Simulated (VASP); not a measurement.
# C (Fd-3m) in VASP: a series of runs, part 2 of 2

VASP 6.6.1.

## (3) Single point, revPBE+D3(BJ)

This run uses another cell than the first one, of 5.61 Å³/atom, 0.997 times its volume.

File INCAR:

```
PREC     = Accurate       # precision mode
ENCUT    = 520            # plane-wave cutoff, eV
EDIFF    = 1E-6           # SCF threshold, eV
ISMEAR   = 0              # smearing method
SIGMA    = 0.01           # smearing width, eV
LREAL    = False          # projectors in reciprocal space
LASPH    = True           # aspherical terms in the spheres
NELM     = 60             # most SCF steps
ALGO     = Normal         # electronic algorithm
ISIF     = 2              # what is computed and relaxed
LWAVE    = False          # write WAVECAR
LCHARG   = False          # write CHGCAR
GGA      = RE             # functional
IVDW     = 12             # dispersion correction
NBANDS   = 11             # bands
```

File KPOINTS:

```
Automatic mesh
0
Gamma
  8 8 8
```

File POSCAR:

```
C
1.0
    0.0000000000      1.7771195734      1.7771195734
    1.7771195734      0.0000000000      1.7771195734
    1.7771195734      1.7771195734      0.0000000000
C
2
Direct
    0.0000000000      0.0000000000      0.0000000000
    0.2500000000      0.2500000000      0.2500000000
```

Potentials or basis: VASP PAW PBE potentials, release 64 (C).

Launch:

```bash
cat potpaw_PBE.64/C/POTCAR > POTCAR
mpirun -np 1 vasp_std > vasp.out
```

Run time: 6.3 s. Hardware: 1 thread of Intel Xeon 8259CL, shared host; peak memory 0.13 GiB.

It converged, with:

```
Free energy                : -18.1674 eV
Pressure                   : 0.6 GPa
Band gap on the k mesh     : 4.15 eV, indirect (least direct gap 5.62 eV)
Dispersion energy per atom : -0.400 eV
```

Levels at points of the mesh, in eV from the valence-band top:
```tsv
k point	band 1	band 2	band 3	band 4	band 5	band 6	band 7	band 8	band 9
(0.00, 0.00, 0.00)	-21.68	0.00	0.00	0.00	5.62	5.62	5.62	13.53	19.50
(0.50, 0.00, 0.00)	-15.86	-13.51	-2.84	-2.84	8.51	8.51	8.95	15.87	22.16
(0.50, 0.50, 0.00)	-12.89	-12.89	-6.38	-6.38	4.77	4.77	17.04	17.04	23.54
```

Caveat: the PAW data sets were made with another functional, which shifts forces and pressure a little.

## (4) Single point, r2SCAN+rVV10

File POSCAR:

```
C
1.0
    0.0000000000      1.7789379927      1.7789379927
    1.7789379927      0.0000000000      1.7789379927
    1.7789379927      1.7789379927      0.0000000000
C
2
Direct
    0.0000000000      0.0000000000      0.0000000000
    0.2500000000      0.2500000000      0.2500000000
```

File INCAR.step1:

```
SYSTEM = C
  ALGO = Normal
  EDIFF = 1E-4
  ENCUT = 520
  GGA = PE
  ISMEAR = 0
  LASPH = .True.
  LCHARG = .False.
  LREAL = .False.
  LWAVE = .True.
  NBANDS = 11
  NELM = 60
  PREC = Accurate
  SIGMA = 0.01
```

File INCAR.step2:

```
SYSTEM = C
  ALGO = Normal
  BPARAM = 11.95
  CPARAM = 0.0093
  EDIFF = 1E-7
  ENCUT = 520
  ISIF = 2
  ISMEAR = 0
  ISTART = 1
  IVDW_NL = 2
  LASPH = .True.
  LCHARG = .True.
  LELF = .True.
  LMIXTAU = .True.
  LREAL = .False.
  LUSE_VDW = .True.
  LVHAR = .True.
  LWAVE = .False.
  METAGGA = R2SCAN
  NBANDS = 11
  NELM = 60
  PREC = Accurate
  SIGMA = 0.01
```

File KPOINTS:

```
k-points
0
Gamma
  8 8 8
  0 0 0
```

Potentials or basis: VASP PAW PBE potentials, release 64 (C).

Launch:

```bash
cat potpaw_PBE.64/C/POTCAR > POTCAR
cp INCAR.step1 INCAR
mpirun -np 1 vasp_std > vasp.out
cp INCAR.step2 INCAR
mpirun -np 1 vasp_std > vasp.out
```

OUTCAR:

```text
SYSTEM = C
   BPARAM = 11.95
   EDIFF = 1E-7
   ENCUT = 520
   ISIF = 2
   ISMEAR = 0
   ISTART = 1
   IVDW_NL = 2
   LASPH = .True.
   LREAL = .False.
   METAGGA = R2SCAN
   NELM = 60
   PREC = Accurate

 ion  position               nearest neighbor table
   1  0.000  0.000  0.000-   2 1.54   2 1.54   2 1.54   2 1.54
   2  0.250  0.250  0.250-   1 1.54   1 1.54   1 1.54   1 1.54

  LATTYP: Found a face centered cubic cell.
 ALAT       =     3.5578759854

  Lattice vectors:
[... 525 lines left out ...]

 [... further k-points ...]

------------------------ aborting loop because EDIFF is reached ----------------------------------------

  FORCE on cell =-STRESS in cart. coord.  units (eV):
  Direction    XX          YY          ZZ          XY          YZ          ZX
  --------------------------------------------------------------------------------------
  -------------------------------------------------------------------------------------
  Total        0.0812506      0.0812506      0.0812506     -0.0000000      0.0000000     -0.0000000
  in kB       11.5617866     11.5617866     11.5617866     -0.0000000      0.0000000     -0.0000000
  external PRESSURE =      11.5617866 kB  Pullay stress =       0.0000000 kB

 VOLUME and BASIS-vectors are now :
 -----------------------------------------------------------------------------
  energy-cutoff  :      520.00
  volume of cell :       11.26
      direct lattice vectors                 reciprocal lattice vectors
     0.000000000  1.778937993  1.778937993    -0.281066570  0.281066570  0.281066570
     1.778937993  0.000000000  1.778937993     0.281066570 -0.281066570  0.281066570
     1.778937993  1.778937993  0.000000000     0.281066570  0.281066570 -0.281066570

 POSITION                                       TOTAL-FORCE (eV/Angst)
 -----------------------------------------------------------------------------------
      0.00000      0.00000      0.00000         0.000000      0.000000     -0.000000
      0.88947      0.88947      0.88947        -0.000000     -0.000000      0.000000
 -----------------------------------------------------------------------------------
    total drift:                                0.000000      0.000000      0.000000

  FREE ENERGIE OF THE ION-ELECTRON SYSTEM (eV)
  ---------------------------------------------------
  free  energy   TOTEN  =       -19.5799586634 eV

  energy  without entropy=      -19.5799586634  energy(sigma->0) =      -19.57995866
```

OUTCAR.step1:

```text
SYSTEM = C
   EDIFF = 1E-4
   ENCUT = 520
   GGA = PE
   ISMEAR = 0
   LASPH = .True.
[... 558 lines left out ...]
 -----------------------------------------------------------------------------------
      0.00000      0.00000      0.00000         0.000000      0.000000      0.000000
      0.88947      0.88947      0.88947        -0.000000     -0.000000     -0.000000
 -----------------------------------------------------------------------------------
    total drift:                                0.000000      0.000000      0.000000

  FREE ENERGIE OF THE ION-ELECTRON SYSTEM (eV)
  ---------------------------------------------------
  free  energy   TOTEN  =       -18.1820778204 eV

  energy  without entropy=      -18.1820778204  energy(sigma->0) =      -18.18207782
```

OSZICAR.step1:

```text
N       E                     dE             d eps       ncg     rms          rms(c)
DAV:   1    -0.205329131744E+01   -0.20533E+01   -0.48317E+03   665   0.722E+02
DAV:   2    -0.185468607705E+02   -0.16494E+02   -0.16077E+02   823   0.118E+02
DAV:   3    -0.188354517857E+02   -0.28859E+00   -0.28818E+00   728   0.120E+01
DAV:   4    -0.188358234424E+02   -0.37166E-03   -0.37165E-03   686   0.575E-01
DAV:   5    -0.188358238964E+02   -0.45400E-06   -0.45396E-06   743   0.182E-02    0.561E+00
DAV:   6    -0.183452983870E+02    0.49053E+00   -0.25662E-01   650   0.357E+00    0.336E+00
DAV:   7    -0.181802049242E+02    0.16509E+00   -0.31343E-01   677   0.399E+00    0.770E-01
DAV:   8    -0.181820375105E+02   -0.18326E-02   -0.86655E-03   659   0.696E-01    0.440E-02
DAV:   9    -0.181820778204E+02   -0.40310E-04   -0.62331E-05   702   0.637E-02
   1 F= -.18182078E+02 E0= -.18182078E+02  d E =-.296240E-14
```

Wall time 46 s (1 thread of Intel Xeon 8259CL, shared host); peak memory 0.16 GiB.

What came out:

```yaml
Free_energy: -19.5800 eV
Pressure: 1.2 GPa
Band_gap_on_the_k_mesh: 4.31 eV, indirect (least direct gap 5.85 eV)
```

Caveat: the PAW data sets were made with another functional, which shifts forces and pressure a little. r2SCAN opens gaps a little over a GGA but as a rule still falls short of measured ones.

## (5) Relaxation of cell and atoms, PBE+D4

This run uses another cell than the first one, of 5.67 Å³/atom, 1.008 times its volume.

File INCAR:

```
  ALGO = Normal
  EDIFF = 1E-6
  EDIFFG = -0.005
  ENCUT = 600
  GGA = PE
  IBRION = 2
  ISIF = 3
  ISMEAR = 0
  IVDW = 13
  LASPH = True
  LCHARG = False
  LREAL = False
  LWAVE = False
  NELM = 100
  NSW = 80
  PREC = Accurate
  SIGMA = 0.01
```

File KPOINTS:

```
k-points
0
Gamma
  8 8 8
```

File POSCAR:

```
C
1.0
    0.0000000000      1.7833700000      1.7833700000
    1.7833700000      0.0000000000      1.7833700000
    1.7833700000      1.7833700000      0.0000000000
C
2
Direct
    0.0000000000      0.0000000000      0.0000000000
    0.2500000000      0.2500000000      0.2500000000
```

Launch:

```bash
cat potpaw_PBE.64/C/POTCAR > POTCAR
mpirun -np 1 vasp_std > vasp.out
```

Run time: 25 s. Hardware: 1 thread of Intel Xeon 8259CL, shared host; peak memory 0.12 GiB.

Results (log left out):

```
Free energy                            : -18.6165 eV
Relaxed volume                         : 5.63 Å³/atom
Relaxed cell                           : a = 2.515 Å, b = 2.515 Å, c = 2.515 Å, α = 60.00°, β = 60.00°, γ = 60.00°
Space group after relaxing (to 0.05 Å) : Fd-3m (No. 227)
Energy gained by relaxing              : 0.5 meV/atom
Ionic steps                            : 3
Pressure after relaxing                : 0.0 GPa
Band gap on the k mesh                 : 4.15 eV, indirect (least direct gap 5.61 eV)
Dispersion energy per atom             : -0.215 eV
```

Step by step:
```
step  energy change (eV)  largest force (eV/Å)  pressure (GPa)  volume (Å³)
   1              0.0000                0.0000           -3.49        11.34
   2              0.0005                0.0000            4.50        11.14
   3             -0.0010                0.0000            0.00        11.25
```

Final structure:
```cif
data_structure
_symmetry_space_group_name_H-M 'P 1'
_symmetry_Int_Tables_number 1
_cell_length_a 2.5153
_cell_length_b 2.5153
_cell_length_c 2.5153
_cell_angle_alpha 60.000
_cell_angle_beta 60.000
_cell_angle_gamma 60.000
_cell_volume 11.25
loop_
_atom_site_label
_atom_site_type_symbol
_atom_site_fract_x
_atom_site_fract_y
_atom_site_fract_z
_atom_site_occupancy
C1 C 0.00000 0.00000 0.00000 1
C2 C 0.25000 0.25000 0.25000 1
```

Levels at points of the mesh, in eV from the valence-band top:
| k point | band 1 | band 2 | band 3 | band 4 | band 5 | band 6 | band 7 | band 8 |
| --- | --- | --- | --- | --- | --- | --- | --- | --- |
| (0.00, 0.00, 0.00) | -21.58 | 0.00 | 0.00 | 0.00 | 5.61 | 5.61 | 5.61 | 13.52 |
| (0.50, 0.00, 0.00) | -15.76 | -13.46 | -2.82 | -2.82 | 8.49 | 8.49 | 8.96 | 15.77 |
| (0.50, 0.50, 0.00) | -12.82 | -12.82 | -6.35 | -6.35 | 4.78 | 4.78 | 16.93 | 16.93 |

## (6) Overview

| task | level | cell | cutoff (eV) | gap on the mesh (eV) | pressure (GPa) |
| --- | --- | --- | --- | --- | --- |
| single point | PBE+D4 | a = 2.515 Å, angles 60.0°, 2 atoms | 520 | 4.15 | 0.7 |
| single point | revPBE+D3(BJ) | a = 2.513 Å, angles 60.0°, 2 atoms | 520 | 4.15 | 0.6 |
| single point | r2SCAN+rVV10 | a = 2.516 Å, angles 60.0°, 2 atoms | 520 | 4.31 | 1.2 |
| relaxation of cell and atoms | PBE+D4 | relaxed from a = 2.522 Å, angles 60.0°, 2 atoms | 600 | 4.15 | 0.0 |

Alike in all rows: potentials or basis VASP PAW PBE potentials, release 64 (C); no spin polarisation; k mesh 8 × 8 × 8; smearing gaussian 0.01 eV.

On the cell as given the gap runs from 4.15 eV (revPBE+D3(BJ)) to 4.31 eV (r2SCAN+rVV10). The pressure there spans 0.6 GPa (revPBE+D3(BJ)) to 1.2 GPa (r2SCAN+rVV10); a positive pressure means that this level wants a larger cell, a negative one a smaller.

Caveats: the PAW data sets were made with another functional, which shifts forces and pressure a little (some runs).

Total energies depend on the potentials used, so only differences within one code and one set of settings carry meaning.
